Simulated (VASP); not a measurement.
Input of a VASP 6.6.1 run:

Contents of INCAR:

```
SYSTEM = PbSe
ALGO     = Normal         ! electronic algorithm
EDIFF    = 1E-6           ! SCF threshold, eV
ENCUT    = 520            ! plane-wave cutoff, eV
GGA      = RP             ! functional
ISIF     = 2              ! what is computed and relaxed
ISMEAR   = -1             ! smearing method
LASPH    = .True.         ! aspherical terms in the spheres
LCHARG   = .False.        ! write CHGCAR
LREAL    = .False.        ! projectors in reciprocal space
LWAVE    = .False.        ! write WAVECAR
NBANDS   = 17             ! bands
NELM     = 100            ! most SCF steps
PREC     = Accurate       ! precision mode
SIGMA    = 0.05           ! smearing width, eV
```

The input KPOINTS:

```
k-points
0
Gamma
  7 7 7
  0 0 0
```

Contents of POSCAR:

```
PbSe
1.0
    3.7843220000      0.0000000000      0.0000000000
    0.0000000000      3.7843220000      0.0000000000
    0.0000000000      0.0000000000      3.7843220000
Pb Se
1 1
Direct
    0.0000000000      0.0000000000      0.0000000000
    0.5000000000      0.5000000000      0.5000000000
```

Potentials or basis: VASP PAW PBE potentials, release 64 (Pb_d, Se).

Run with:

```console
$ cat potpaw_PBE.64/Pb_d/POTCAR potpaw_PBE.64/Se/POTCAR > POTCAR
$ mpirun -np 1 vasp_std > vasp.out
```

(1) Estimate the pressure.

(2) Predict the band gap on the k mesh.

Results:

(1) 1.7 GPa.

(2) zero (band 10 reaches 5.42 eV, above the bottom of band 11 at 5.35 eV).

Caveat: the PAW data sets were made with another functional, which shifts forces and pressure a little; spin-orbit coupling is left out, which moves the levels of the heavy elements.
